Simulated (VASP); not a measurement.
# W (Im-3m) in VASP: further runs

W is run at these levels: LDA; tasks: single point, relaxation of cell and atoms.

Everything below comes from runs of VASP 6.6.1. Logs are shortened: lines on timing, memory, paths and dates and some standing lists are left out, and cuts for length are marked.

## (1) The cell of the first run

It takes space group Im-3m (No. 229, cubic). Conventional cell: a = 3.136 Å, b = 3.136 Å, c = 3.136 Å, α = 90.00°, β = 90.00°, γ = 90.00°. Within 3.6 Å of W (site symmetry m-3m) lie 14 W at 2.72 to 3.14 Å.

## (2) Single point, LDA

INCAR reads:

```
SYSTEM = W
  PREC = Accurate
  ENCUT = 520
  EDIFF = 1E-6
  ISMEAR = 0
  SIGMA = 0.1
  LREAL = .False.
  LASPH = .True.
  NELM = 80
  ALGO = Fast
  ISIF = 2
  LWAVE = .False.
  LCHARG = .False.
  NBANDS = 13
```

KPOINTS reads:

```
regular mesh
0
Gamma
  18 18 18
  0 0 0
```

POSCAR reads:

```
W
1.0
   -1.5680780304      1.5680780304      1.5680780304
    1.5680780304     -1.5680780304      1.5680780304
    1.5680780304      1.5680780304     -1.5680780304
W
1
Direct
    0.0000000000      0.0000000000      0.0000000000
```

Potentials or basis: VASP PAW LDA potentials, release 64 (W_sv).

On the command line:

```
> cat potpaw_LDA.64/W_sv/POTCAR > POTCAR
> mpirun -np 1 vasp_std > vasp.out
```

OUTCAR:

```text
SYSTEM = W
   PREC = Accurate
   ENCUT = 520
   EDIFF = 1E-6
   ISMEAR = 0
   LREAL = .False.
   LASPH = .True.
   NELM = 80
   ISIF = 2

 ion  position               nearest neighbor table
   1  0.000  0.000  0.000-

  LATTYP: Found a body centered cubic cell.
 ALAT       =     3.1361560608

  Lattice vectors:

 A1 = (  -1.5680780304,   1.5680780304,   1.5680780304)
 A2 = (   1.5680780304,  -1.5680780304,   1.5680780304)
 A3 = (   1.5680780304,   1.5680780304,  -1.5680780304)

Analysis of symmetry for initial positions (statically):
=====================================================================
 Subroutine PRICEL returns:
 Original cell was already a primitive cell.

 Routine SETGRP: Setting up the symmetry group for a
 body centered cubic supercell.

 Subroutine GETGRP returns: Found 48 space group operations
 (whereof 48 operations were pure point group operations)
 out of a pool of 48 trial point group operations.

The static configuration has the point symmetry O_h .

Analysis of symmetry for dynamics (positions and initial velocities):
=====================================================================
 Subroutine PRICEL returns:
 Original cell was already a primitive cell.

 Routine SETGRP: Setting up the symmetry group for a
 body centered cubic supercell.

 Subroutine GETGRP returns: Found 48 space group operations
 (whereof 48 operations were pure point group operations)
 out of a pool of 48 trial point group operations.

The dynamic configuration has the point symmetry O_h .

 Subroutine INISYM returns: Found 48 space group operations
 (whereof 48 operations are pure point group operations),
 and found     1 'primitive' translations

----------------------------------------------------------------------------------------

                                     Primitive cell

  volume of cell :      15.4228

  direct lattice vectors                    reciprocal lattice vectors
    -1.568078030  1.568078030  1.568078030     0.000000000  0.318861683  0.318861683
     1.568078030 -1.568078030  1.568078030     0.318861683  0.000000000  0.318861683
     1.568078030  1.568078030 -1.568078030     0.318861683  0.318861683  0.000000000

  length of vectors
     2.715990819  2.715990819  2.715990819     0.450938517  0.450938517  0.450938517

  position of ions in fractional coordinates (direct lattice)
     0.000000000  0.000000000  0.000000000

  ion indices of the primitive-cell ions
   primitive index   ion index
                 1           1

[... 77 lines left out ...]
   ISIF   =      2    stress and relaxation
   ISYM   =      2    0-nonsym 1-usesym 2-fastsym
   POTIM  = 0.5000    time-step for ionic-motion
   TEBEG  =    0.0;   TEEND  =   0.0 temperature during run
   PSTRESS=    0.0 pullay stress
   NELECT =      14.0000    total number of electrons
   NUPDOWN=      -1.0000    fix difference up-down
   EMIN   =  10.00;   EMAX   =-10.00  energy-range for DOS
   EFERMI =   0.00;   METHOD = LEGACY
   ISMEAR =     0;   SIGMA  =   0.10  broadening in eV -4-tet -1-fermi 0-gaus
   EFERMI_NEDOS =   21; number of points for ismear=-14 and -15
   IALGO  =     68    algorithm
   IMIX   =      4    mixing-type and parameters
     AMIX     =   0.40;   BMIX     =  1.00
     AMIX_MAG =   1.60;   BMIX_MAG =  1.00
  volume/ion in A,a.u.               =      15.42       104.08
  Fermi-wavevector in a.u.,A,eV,Ry     =   1.585124  2.995450 34.186234  2.512617
  Thomas-Fermi vector in A             =   2.684636
   LORBIT       =      0    0 simple, 1 ext, 2 COOP (PROOUT), +10 PAW based schemes
   GGA     = CA    functional components
   LHFCALC =     F    Hartree Fock is set to
   AEXX    =    0.0000 exact exchange contribution
   IVDW    =     0    specifies the selected vdW correction
   LEPSILON=     F    determine dielectric tensor
   LRPA    =     F    only Hartree local field effects (RPA)
 non-spin polarized calculation
 RMM-DIIS sequential band-by-band and
 Gauss-broadening in eV      SIGMA  =   0.10
  energy-cutoff  :      520.00
  volume of cell :       15.42
 maximum number of plane-waves:       430
   NGX = 11   NGY = 11   NGZ = 11

 number of electron      14.0000004 magnetization

 Free energy of the ion-electron system (eV)
  ---------------------------------------------------
  ext. energy  EPLUGINS =         0.00000000
  ---------------------------------------------------
  free energy    TOTEN  =       -14.10074705 eV

  energy without entropy =      -14.09699958  energy(sigma->0) =      -14.09887331

 E-fermi :  11.7097     XC(G=0): -13.9844

 val. band max:       11.6870479220   @ k =   0.3889   0.0556   0.0556
 cond. band min:      11.7104683551   @ k =  -0.2778   0.3333   0.2222
 fundamental gap:      0.0234204332
 Fermi energy:        11.7096517768

 k-point     1 :       0.0000    0.0000    0.0000
  band No.  band energies     occupation
      1     -61.9933      2.00000
      2     -25.7572      2.00000
      3     -25.7572      2.00000
      4     -25.7572      2.00000
      5       2.0294      2.00000
      6      10.4137      2.00000
      7      10.4137      2.00000
      8      10.4137      2.00000
      9      13.9745      0.00000
     10      13.9745      0.00000
     11      26.3590      0.00000
     12      26.3590      0.00000
     13      26.3590      0.00000
[... 354 lines left out ...]
  band No.  band energies     occupation
      1     -61.8369      2.00000
      2     -27.1021      2.00000
      3     -26.2606      2.00000
      4     -25.8300      2.00000
      5       5.7492      2.00000
      6       8.1695      2.00000
      7      11.2693      2.00000
      8      13.7719      0.00000
      9      15.1553      0.00000
     10      18.4054      0.00000
     11      23.0534      0.00000
     12      24.5081      0.00000
     13      29.0106      0.00000

 [... further k-points ...]
[... 5 lines left out ...]
  --------------------------------------------------------------------------------------
  -------------------------------------------------------------------------------------
  Total        0.1814638      0.1814638      0.1814638      0.0000000      0.0000000      0.0000000
  in kB       18.8511407     18.8511407     18.8511407      0.0000000      0.0000000      0.0000000
  external PRESSURE =      18.8511407 kB  Pullay stress =       0.0000000 kB

 VOLUME and BASIS-vectors are now :
 -----------------------------------------------------------------------------
  energy-cutoff  :      520.00
  volume of cell :       15.42
      direct lattice vectors                 reciprocal lattice vectors
    -1.568078030  1.568078030  1.568078030     0.000000000  0.318861683  0.318861683
     1.568078030 -1.568078030  1.568078030     0.318861683  0.000000000  0.318861683
     1.568078030  1.568078030 -1.568078030     0.318861683  0.318861683  0.000000000

 POSITION                                       TOTAL-FORCE (eV/Angst)
 -----------------------------------------------------------------------------------
      0.00000      0.00000      0.00000         0.000000      0.000000     -0.000000
 -----------------------------------------------------------------------------------
    total drift:                                0.000000      0.000000      0.000000

  FREE ENERGIE OF THE ION-ELECTRON SYSTEM (eV)
  ---------------------------------------------------
  free  energy   TOTEN  =       -14.1007470475 eV

  energy  without entropy=      -14.0969995809  energy(sigma->0) =      -14.09887331
```

OSZICAR:

```text
N       E                     dE             d eps       ncg     rms          rms(c)
DAV:   1     0.828348425128E+02    0.82835E+02   -0.74766E+03  5123   0.123E+03
DAV:   2    -0.131513552569E+02   -0.95986E+02   -0.92292E+02  5670   0.317E+02
DAV:   3    -0.147549595008E+02   -0.16036E+01   -0.15990E+01  5625   0.394E+01
DAV:   4    -0.147612312471E+02   -0.62717E-02   -0.62716E-02  5555   0.273E+00
DAV:   5    -0.147612802840E+02   -0.49037E-04   -0.49038E-04  5705   0.228E-01    0.222E+01
RMM:   6    -0.142415698932E+02    0.51971E+00   -0.38310E-01  5493   0.557E+00    0.930E+00
RMM:   7    -0.141052912272E+02    0.13628E+00   -0.25775E-01  5510   0.454E+00    0.659E-01
RMM:   8    -0.141007299975E+02    0.45612E-02   -0.95080E-03  6275   0.110E+00    0.131E-01
RMM:   9    -0.141007290184E+02    0.97910E-06   -0.15661E-03  6104   0.476E-01    0.768E-02
RMM:  10    -0.141007476354E+02   -0.18617E-04   -0.18891E-04  6546   0.175E-01    0.182E-02
RMM:  11    -0.141007465398E+02    0.10956E-05   -0.63457E-05  6231   0.960E-02    0.915E-03
RMM:  12    -0.141007468394E+02   -0.29962E-06   -0.13389E-05  6059   0.461E-02    0.552E-03
RMM:  13    -0.141007470475E+02   -0.20812E-06   -0.25592E-06  4430   0.191E-02
   1 F= -.14100747E+02 E0= -.14098873E+02  d E =-.374747E-02
```

stdout:

```text
POSCAR found type information on POSCAR W
 POSCAR found :  1 types and       1 ions
 scaLAPACK will be used
 LDA part: xc-table for (Slater(with rela. corr.)+CA(PZ))
 , standard interpolation
 POSCAR, INCAR and KPOINTS ok, starting setup
 FFT: planning ... GRIDC
 FFT: planning ... GRID_SOFT
 FFT: planning ... GRID
 WAVECAR not read
 entering main loop
WARNING in EDDRMM: call to ZHEGV failed, returncode =   8  4     13
```

Wall time 31 s (1 thread of Intel Xeon Platinum 8259CL at 2.50GHz (Skylake/Cascade Lake), shared host); peak memory 0.15 GiB.

Results:

| Property | Result |
| --- | --- |
| Free energy | -14.1007 eV |
| Pressure | 1.9 GPa |
| Band gap on the k mesh | zero (bands 7 and 8 overlap by 6.65 eV) |

Caveat: spin-orbit coupling is left out, which moves the levels of the heavy elements.

(Part 1 of 2 ends here.)

The gap in the log of VASP goes by the Fermi energy; the results here count the filled bands.